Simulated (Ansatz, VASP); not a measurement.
## PbS: VASP beside Ansatz

The input INCAR:

```
ALGO = Normal
EDIFF = 1E-6
ENCUT = 520
GGA = PE
ISIF = 2
ISMEAR = 0
LASPH = T
LCHARG = F
LREAL = F
LWAVE = F
NBANDS = 17
NELM = 80
PREC = Accurate
SIGMA = 0.05
```

File KPOINTS:

```
k-points
0
Gamma
  8 8 8
```

The input POSCAR:

```
PbS
1.0
    0.0000000000      2.9657500000      2.9657500000
    2.9657500000      0.0000000000      2.9657500000
    2.9657500000      2.9657500000      0.0000000000
Pb S
1 1
Direct
    0.0000000000      0.0000000000      0.0000000000
    0.5000000000      0.5000000000      0.5000000000
```

Input for Ansatz:

```yaml
crystal:
  lattice:
    - [0.0, 2.96575, 2.96575]
    - [2.96575, 0.0, 2.96575]
    - [2.96575, 2.96575, 0.0]
  atoms:
    - { symbol: Pb, position: [0.0, 0.0, 0.0] }
    - { symbol: S, position: [0.5, 0.5, 0.5] }
basis:
  ecutwfc: 420
  fft_grid_basis: typed
kpoints:
  mp_grid: { grid: [8, 8, 8] }
hamiltonian:
  xc: pbe
scf:
  occupations: { method: gaussian, width: 0.05 }
output:
  forces: true
  stress: true
  eigenvalues: true
  bader: true
  write_density: true
  volumetric_format: npy
  elf: true
```

Alike in both runs: task single point; functional PBE; k mesh 8 × 8 × 8; occupations gaussian, width 0.05 eV; no spin polarisation.

|  | VASP | Ansatz |
| --- | --- | --- |
| version | VASP 6.6.1 | Ansatz 0.2.0 |
| potentials or method | VASP PAW PBE potentials, release 64 (Pb_d, S), cutoff 520 eV | scalar-relativistic, plane waves, PAW |
| valence electrons in the cell | 20 | 20 |

VASP gave:

- gap on the k mesh at the Fermi level (eV): 0.36
- pressure (GPa): 2.1

Task: What did Ansatz give for the same quantities?

Result: gap on the k mesh at the Fermi level (eV): 0.36; pressure (GPa): 2.2.

Spin-orbit coupling is off throughout.
